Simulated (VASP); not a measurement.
# NbTe3Os2 (P-3m1) in VASP: relaxation of cell and atoms with PBE

Aim: the relaxation of cell and atoms of NbTe3Os2 with PBE.

Everything below comes from runs of VASP 6.6.1. Logs are shortened: lines on timing, memory, paths and dates and some standing lists are left out, and cuts for length are marked.

## 1. The cell of the first run

It takes space group P-3m1 (No. 164, trigonal). The conventional cell has a = 4.640 Å, b = 4.640 Å, c = 6.500 Å, α = 90.00°, β = 90.00°, γ = 120.00°. Within 3.8 Å of Nb (site symmetry -3m) lie 8 Te at 2.91 to 3.25 Å and 6 Os at 3.09 Å. Te (site symmetry 3m) has 4 Os at 2.69 to 2.71 Å and 3 Nb at 2.91 Å and 6 Te at 3.41 to 3.52 Å within 3.6 Å. Te (site symmetry -3m) has 6 Os at 3.17 Å and 2 Nb at 3.25 Å and 6 Te at 3.41 Å within 4.2 Å. Within 3.5 Å of Os (site symmetry 3m) lie 7 Te at 2.69 to 3.17 Å and 3 Nb at 3.09 Å.

## 2. Relaxation of cell and atoms, PBE

File INCAR:

```
PREC     = Accurate       # precision mode
ENCUT    = 600            # plane-wave cutoff, eV
EDIFF    = 1E-7           # SCF threshold, eV
ISMEAR   = 0              # smearing method
SIGMA    = 0.1            # smearing width, eV
LREAL    = False          # projectors in reciprocal space
LASPH    = True           # aspherical terms in the spheres
NELM     = 100            # most SCF steps
ALGO     = Normal         # electronic algorithm
ISIF     = 3              # what is computed and relaxed
LWAVE    = False          # write WAVECAR
LCHARG   = False          # write CHGCAR
GGA      = PE             # functional
IBRION   = 2              # ionic algorithm
NSW      = 90             # ionic steps
EDIFFG   = -0.04          # ionic threshold
```

File KPOINTS:

```
regular mesh
0
Gamma
  6 6 4
```

File POSCAR:

```
NbTe3Os2
1.0
    4.6396752473      0.0000000000      0.0000000000
   -2.3198376237      4.0180766295      0.0000000000
    0.0000000000      0.0000000000      6.4999057289
Nb Te Os
1 3 2
Direct
    0.0000000000      0.0000000000      0.5000000000
    0.6666666667      0.3333333333      0.6754714511
    0.0000000000      0.0000000000      0.0000000000
    0.3333333333      0.6666666667      0.3245285489
    0.3333333333      0.6666666667      0.7380332784
    0.6666666667      0.3333333333      0.2619667216
```

Potentials or basis: VASP PAW PBE potentials, release 64 (Nb_sv, Te, Os).

Run with:

```bash
$ cat potpaw_PBE.64/Nb_sv/POTCAR potpaw_PBE.64/Te/POTCAR potpaw_PBE.64/Os/POTCAR > POTCAR
$ mpirun -np 1 vasp_std > vasp.out
```

OUTCAR:

```text
PREC = Accurate
   ENCUT = 600
   EDIFF = 1E-7
   ISMEAR = 0
   LREAL = False
   LASPH = True
   NELM = 100
   ISIF = 3
   GGA = PE
   IBRION = 2
   NSW = 90
   EDIFFG = -0.04

 ion  position               nearest neighbor table
   1  0.000  0.000  0.500-   2 2.91   4 2.91   2 2.91   4 2.91   2 2.91   4 2.91   5 3.09   6 3.09
                             6 3.09   5 3.09   5 3.09   6 3.09   3 3.25   3 3.25
   2  0.667  0.333  0.675-   6 2.69   5 2.71   5 2.71   5 2.71   1 2.91   1 2.91   1 2.91   3 3.41
                             3 3.41   3 3.41   4 3.52   4 3.52   4 3.52
   3  0.000  0.000  0.000-   5 3.17   6 3.17   6 3.17   5 3.17   6 3.17   5 3.17   1 3.25   1 3.25
                             4 3.41   2 3.41   4 3.41   2 3.41   2 3.41   4 3.41
   4  0.333  0.667  0.325-   5 2.69   6 2.71   6 2.71   6 2.71   1 2.91   1 2.91   1 2.91   3 3.41
                             3 3.41   3 3.41   2 3.52   2 3.52   2 3.52
   5  0.333  0.667  0.738-   4 2.69   2 2.71   2 2.71   2 2.71   1 3.09   1 3.09   1 3.09   3 3.17
                             3 3.17   3 3.17
   6  0.667  0.333  0.262-   2 2.69   4 2.71   4 2.71   4 2.71   1 3.09   1 3.09   1 3.09   3 3.17
                             3 3.17   3 3.17

  LATTYP: Found a hexagonal cell.
 ALAT       =     4.6396752473
 C/A-ratio  =     1.4009398034

  Lattice vectors:

 A1 = (   4.6396752473,   0.0000000000,   0.0000000000)
 A2 = (  -2.3198376237,   4.0180766295,   0.0000000000)
 A3 = (   0.0000000000,   0.0000000000,   6.4999057289)

Analysis of symmetry for initial positions (statically):
=====================================================================
 Subroutine PRICEL returns:
 Original cell was already a primitive cell.

 Routine SETGRP: Setting up the symmetry group for a
 hexagonal supercell.

 Subroutine GETGRP returns: Found 12 space group operations
 (whereof 12 operations were pure point group operations)
 out of a pool of 24 trial point group operations.

The static configuration has the point symmetry D_3d.

Analysis of symmetry for dynamics (positions and initial velocities):
=====================================================================
 Subroutine PRICEL returns:
 Original cell was already a primitive cell.

 Routine SETGRP: Setting up the symmetry group for a
 hexagonal supercell.

 Subroutine GETGRP returns: Found 12 space group operations
 (whereof 12 operations were pure point group operations)
 out of a pool of 24 trial point group operations.

The dynamic configuration has the point symmetry D_3d.

 Subroutine INISYM returns: Found 12 space group operations
 (whereof 12 operations are pure point group operations),
 and found     1 'primitive' translations

----------------------------------------------------------------------------------------

                                     Primitive cell

  volume of cell :     121.1750

  direct lattice vectors                    reciprocal lattice vectors
     4.639675247  0.000000000  0.000000000     0.215532326  0.124437647  0.000000000
    -2.319837624  4.018076630  0.000000000     0.000000000  0.248875293  0.000000000
     0.000000000  0.000000000  6.499905729     0.000000000  0.000000000  0.153848385

  length of vectors
     4.639675247  4.639675247  6.499905729     0.248875293  0.248875293  0.153848385

  position of ions in fractional coordinates (direct lattice)
     0.000000000  0.000000000  0.500000000
     0.666666667  0.333333333  0.675471451
     0.000000000  0.000000000  0.000000000
     0.333333333  0.666666667  0.324528549
     0.333333333  0.666666667  0.738033278
     0.666666667  0.333333333  0.261966722

  ion indices of the primitive-cell ions
   primitive index   ion index
                 1           1
                 2           2
                 3           3
                 4           4
                 5           5
                 6           6

----------------------------------------------------------------------------------------

 KPOINTS: regular mesh

Automatic generation of k-mesh.
 Grid dimensions read from file:
 generate k-points for:    6    6    4

 Generating k-lattice:

  Cartesian coordinates                     Fractional coordinates (reciprocal lattice)
     0.035922054  0.020739608  0.000000000     0.166666667  0.000000000  0.000000000
     0.000000000  0.041479216  0.000000000     0.000000000  0.166666667  0.000000000
     0.000000000  0.000000000  0.038462096     0.000000000  0.000000000  0.250000000

  Length of vectors
     0.041479216  0.041479216  0.038462096

  Shift w.r.t. Gamma in fractional coordinates (k-lattice)
     0.000000000  0.000000000  0.000000000

 Subroutine IBZKPT returns following result:
 ===========================================

 Found     24 irreducible k-points:

 Following reciprocal coordinates:
            Coordinates               Weight
  0.000000  0.000000  0.000000      1.000000
  0.166667  0.000000  0.000000      6.000000
  0.333333  0.000000  0.000000      6.000000
  0.500000  0.000000  0.000000      3.000000
  0.166667  0.166667  0.000000      6.000000
  0.333333  0.166667  0.000000     12.000000
[... 16 lines left out ...]
  0.333333  0.166667  0.500000     12.000000
  0.333333  0.333333  0.500000      2.000000
   k-points           NKPTS =     24   k-points in BZ     NKDIM =     24   number of bands    NBANDS=     28
   number of dos      NEDOS =    301   number of ions     NIONS =      6
   total plane-waves  NPLWV =  86400
   dimension x,y,z NGX =    40 NGY =   40 NGZ =   54
   dimension x,y,z NGXF=    80 NGYF=   80 NGZF=  108
   ions per type =               1   3   2
   NGX,Y,Z   is equivalent  to a cutoff of  14.33, 14.33, 13.81 a.u.
   NGXF,Y,Z  is equivalent  to a cutoff of  28.67, 28.67, 27.62 a.u.
 SYSTEM =  unknown system
   PREC   = accura    normal or accurate (medium, high low for compatibility)
   ISTART =      0    job   : 0-new  1-cont  2-samecut
   ICHARG =      2    charge: 1-file 2-atom 10-const
   ISPIN  =      1    spin polarized calculation?
   LNONCOLLINEAR =      F non collinear calculations
   LSORBIT =      F    spin-orbit coupling
   LASPH  =      T    aspherical Exc in radial PAW
   ENCUT  =  600.0 eV  44.10 Ry    6.64 a.u.   9.27  9.27 12.98*2*pi/ulx,y,z
   NELM   =    100;   NELMIN=  2; NELMDL= -5     # of ELM steps
   EDIFF  = 0.1E-06   stopping-criterion for ELM
   LREAL  =      F    real-space projection
   EDIFFG = -.4E-01   stopping-criterion for IOM
   NSW    =     90    number of steps for IOM
   IBRION =      2    ionic relax: 0-MD 1-quasi-New 2-CG
   NFREE  =      1    steps in history (QN), initial steepest desc. (CG)
   ISIF   =      3    stress and relaxation
   ISYM   =      2    0-nonsym 1-usesym 2-fastsym
   POTIM  = 0.5000    time-step for ionic-motion
   TEBEG  =    0.0;   TEEND  =   0.0 temperature during run
   PSTRESS=    0.0 pullay stress
   NELECT =      47.0000    total number of electrons
   NUPDOWN=      -1.0000    fix difference up-down
   EMIN   =  10.00;   EMAX   =-10.00  energy-range for DOS
   EFERMI =   0.00;   METHOD = LEGACY
   ISMEAR =     0;   SIGMA  =   0.10  broadening in eV -4-tet -1-fermi 0-gaus
   EFERMI_NEDOS =   21; number of points for ismear=-14 and -15
   IALGO  =     38    algorithm
   IMIX   =      4    mixing-type and parameters
     AMIX     =   0.40;   BMIX     =  1.00
     AMIX_MAG =   1.60;   BMIX_MAG =  1.00
  volume/ion in A,a.u.               =      20.20       136.29
  Fermi-wavevector in a.u.,A,eV,Ry     =   1.193905  2.256154 19.393874  1.425410
  Thomas-Fermi vector in A             =   2.329908
   LORBIT       =      0    0 simple, 1 ext, 2 COOP (PROOUT), +10 PAW based schemes
   GGA     = PE    functional components
   LHFCALC =     F    Hartree Fock is set to
   AEXX    =    0.0000 exact exchange contribution
   IVDW    =     0    specifies the selected vdW correction
   LEPSILON=     F    determine dielectric tensor
   LRPA    =     F    only Hartree local field effects (RPA)
 conjugate gradient relaxation of ions
 non-spin polarized calculation
 Gauss-broadening in eV      SIGMA  =   0.10
  energy-cutoff  :      600.00
  volume of cell :      121.17
 maximum number of plane-waves:      4066
 NGX is ok and might be reduce to    40
   NGX = 19   NGY = 19   NGZ = 25

--------------------------------------- Ionic step        1  -------------------------------------------

 number of electron      47.0000001 magnetization

 Free energy of the ion-electron system (eV)
  ---------------------------------------------------
  ext. energy  EPLUGINS =         0.00000000
  ---------------------------------------------------
  free energy    TOTEN  =       -38.93801383 eV

  energy without entropy =      -38.91250754  energy(sigma->0) =      -38.92526068

------------------------ aborting loop because EDIFF is reached ----------------------------------------

  FORCE on cell =-STRESS in cart. coord.  units (eV):
  Direction    XX          YY          ZZ          XY          YZ          ZX
  --------------------------------------------------------------------------------------
  -------------------------------------------------------------------------------------
  Total       -0.0468632     -0.0468632     -0.8135146      0.0000000      0.0000000     -0.0000000
  in kB       -0.6196258     -0.6196258    -10.7563047      0.0000000      0.0000000     -0.0000000
  external PRESSURE =      -3.9985188 kB  Pullay stress =       0.0000000 kB
[... 185 lines left out ...]
  energy  without entropy=      -38.9157812891  energy(sigma->0) =      -38.92842152

--------------------------------------- Ionic step        6  -------------------------------------------

 number of electron      47.0000001 magnetization

 Free energy of the ion-electron system (eV)
  ---------------------------------------------------
  ext. energy  EPLUGINS =         0.00000000
  ---------------------------------------------------
  free energy    TOTEN  =       -38.94145714 eV

  energy without entropy =      -38.91602179  energy(sigma->0) =      -38.92873946

 E-fermi :  10.1951     XC(G=0): -11.7320

 val. band max:       10.1736613052   @ k =   0.1667   0.1667   0.5000
 cond. band min:      10.2282686286   @ k =   0.1667   0.1667   0.0000
 fundamental gap:      0.0546073235
 Fermi energy:        10.1950903731

 k-point     1 :       0.0000    0.0000    0.0000
  band No.  band energies     occupation
      1     -45.2851      2.00000
      2     -21.4424      2.00000
      3     -21.3539      2.00000
      4     -21.3539      2.00000
      5      -4.3954      2.00000
      6      -2.1944      2.00000
[... 766 lines left out ...]
  FREE ENERGIE OF THE ION-ELECTRON SYSTEM (eV)
  ---------------------------------------------------
  free  energy   TOTEN  =       -38.9414571429 eV

  energy  without entropy=      -38.9160217870  energy(sigma->0) =      -38.92873946

 reached required accuracy - stopping structural energy minimisation
```

Wall time 5.1 min (1 thread of Intel Xeon 6975P-C (Granite Rapids), shared host); peak memory 0.35 GiB.

Results:

- Free energy: -38.9415 eV
- Relaxed volume: 20.14 Å³/atom
- Relaxed cell: a = 4.647 Å, b = 4.647 Å, c = 6.461 Å, α = 90.00°, β = 90.00°, γ = 120.00°
- Space group after relaxing (to 0.1 Å): P-3m1 (No. 164)
- Energy gained by relaxing: 0.6 meV/atom
- Ionic steps: 6
- Pressure after relaxing: -0.1 GPa
- Largest force after relaxing: 0.033 eV/Å
- Band gap on the k mesh: zero (an odd number of electrons rules out a gap without spin polarisation)

Forces on the atoms (eV/Å):
```
Nb   0.000  0.000  0.000
Te   0.000  0.000  0.033
Te   0.000  0.000  0.000
Te   0.000  0.000 -0.033
Os   0.000  0.000  0.002
Os   0.000  0.000 -0.002
```

The path:
```tsv
step	energy change (eV)	largest force (eV/Å)	pressure (GPa)	volume (Å³)
1	0.0000	0.1247	-0.40	121.17
2	-0.0012	0.1245	0.76	120.29
3	-0.0021	0.0811	0.30	120.64
4	-0.0030	0.0660	-0.14	120.95
5	-0.0030	0.0686	-0.06	120.89
6	-0.0034	0.0333	-0.06	120.84
```

Final structure:
```
CELL_PARAMETERS angstrom
4.64713 0.00000 0.00000
-2.32357 4.02453 0.00000
0.00000 0.00000 6.46093
ATOMIC_POSITIONS crystal
Nb 0.00000 0.00000 0.50000
Te 0.66667 0.33333 0.67663
Te 0.00000 0.00000 0.00000
Te 0.33333 0.66667 0.32337
Os 0.33333 0.66667 0.73718
Os 0.66667 0.33333 0.26282
```

Levels at points of the mesh, in eV from the Fermi level:
```
           k point  band 19  band 20  band 21  band 22  band 23  band 24  band 25  band 26  band 27  band 28
(0.00, 0.00, 0.00)    -1.40    -0.69    -0.69    -0.51    -0.51     0.46     0.53     0.53     0.63     1.85
(0.50, 0.00, 0.00)    -2.15    -1.64    -1.40    -1.05    -0.77     0.34     0.49     0.66     1.09     1.75
(0.00, 0.00, 0.50)    -1.85    -1.85    -0.36     0.07     0.60     0.60     1.26     1.26     1.35     1.35
(0.50, 0.00, 0.50)    -1.86    -1.66    -1.12    -1.02    -0.47    -0.23     0.44     0.95     1.25     1.72
```

Caveat: spin-orbit coupling is left out, which moves the levels of the heavy elements.
